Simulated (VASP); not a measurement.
Wanted: the native input for a VASP 6.6.1 run.

| Quantity | Value |
| --- | --- |
| Task | single point |
| Functional | PBEsol |
| Potentials or basis | VASP PAW PBE potentials, release 64 (Ti_sv, Al) |
| Cutoff | 520 eV |
| k mesh | 10 × 8 × 8 |
| Occupations | gaussian, width 0.15 eV |
| Spin | no spin polarisation |
| Dipole correction | no |
| Further INCAR settings | ALGO = Fast; EDIFF = 1e-06; NBANDS = 31 |

The structure of TiAl3 lies in POSCAR:

```
TiAl3
1.0
   -3.9479576782      0.0000000000      0.0000000000
    0.0000000000      3.9479576782      3.9479576782
    0.0000000000      3.9479576782     -3.9479576782
Ti Al
2 6
Direct
    0.0000000000     -0.0033941600     -0.0033941600
    0.0000000000      0.5033941600      0.5033941600
    0.5000000000      0.7314587678      0.7685412322
    0.5000000000      0.2685412322      0.2314587678
    0.5000000000      0.7314587678      0.2314587678
    0.5000000000      0.2685412322      0.7685412322
    1.0000000000      0.4977004941      0.0022995059
    1.0000000000      0.0022995059      0.4977004941
```

This cell differs from its parent crystal: atoms displaced along several vibrational modes.

These files were run (other wordings do the same):

INCAR

```
PREC = Accurate
ENCUT = 520
EDIFF = 1E-6
ISMEAR = 0
SIGMA = 0.15
LREAL = False
LASPH = True
NELM = 80
ALGO = Fast
ISIF = 2
LWAVE = False
LCHARG = True
GGA = PS
LELF = True
LVHAR = True
NBANDS = 31
```

KPOINTS

```
Automatic mesh
0
Gamma
  10 8 8
```

Potentials or basis: VASP PAW PBE potentials, release 64 (Ti_sv, Al).

The run is started by

```sh
$ cat potpaw_PBE.64/Ti_sv/POTCAR potpaw_PBE.64/Al/POTCAR > POTCAR
$ mpirun -np 1 vasp_std > vasp.out
```

Results of the run:

The pressure is 1.7 GPa, the largest force is 1.390 eV/Å and the band gap on the k mesh is zero (bands 21 and 22 overlap by 0.64 eV).

Caveat: the cell differs from its parent crystal (atoms displaced along several vibrational modes); the PAW data sets were made with another functional, which shifts forces and pressure a little.

Run time: 11 min on 1 thread of Intel(R) Xeon(R) 6975P-C (Granite Rapids) (shared host), peak memory 0.49 GiB.
